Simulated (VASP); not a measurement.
Runs of VASP 6.6.1 on Ca. The structure is that of space group Im-3m (No. 229), or close to it. The cells are those of the table. This isn't the form of Ca at room conditions, which is fcc.

```csv
task,level,spin,cell,k mesh,cutoff (eV),smearing,dipole correction,tolerance level,purpose,start,gap on the mesh (eV),pressure (GPa),moment (μB)
single point,PBE+D3(BJ),off,"a = 3.736 Å, angles 109.5°, 1 atom",8 × 8 × 8,520,fermi-dirac 0.05 eV,no,-,-,-,none,-0.1,-
single point,PBE+D3(BJ),off,"a = 3.880 Å, angles 109.5°, 1 atom",8 × 8 × 8,520,fermi-dirac 0.05 eV,no,-,-,-,none,(a),-
single point,PBE+D4,off,"a = 3.749 Å, angles 109.5°, 1 atom",8 × 8 × 8,520,fermi-dirac 0.05 eV,no,-,-,-,none,0.0,-
vibrations by perturbation theory,"rpbe exchange, lyp correlation",collinear,"a = 3.880 Å, angles 109.5°, 1 atom",8 × 8 × 8,500,methfessel-paxton 0.1 eV,no,-,-,-,-,-,0.00
single point,RPBE,off,"a = 3.880 Å, angles 109.5°, 1 atom",10 × 10 × 10,400,methfessel-paxton 0.1 eV,-,tight,restart,from scratch,none,-0.1,-
single point,"pbe exchange, lyp correlation",off,"a = 4.065 Å, angles 109.5°, 1 atom",8 × 8 × 8,500,fermi-dirac 0.025 eV,no,-,-,-,none,-2.3,-
single point,PBEsol,"non-collinear, zero start, SOC","a = 3.880 Å, angles 109.5°, 1 atom",8 × 8 × 8,500,fermi-dirac 0.025 eV,no,-,-,-,-,-1.5,0.00
```

Alike in all rows: potentials or basis VASP PAW PBE potentials, release 64 (Ca_sv).

Q: Estimate the missing entries.

A: (a) -1.7.

Caveats: the PAW data sets were made with another functional, which shifts forces and pressure a little (at least some runs); three body term missing (at least some runs).

A gap of «none» marks levels without a gap at the run's occupations.
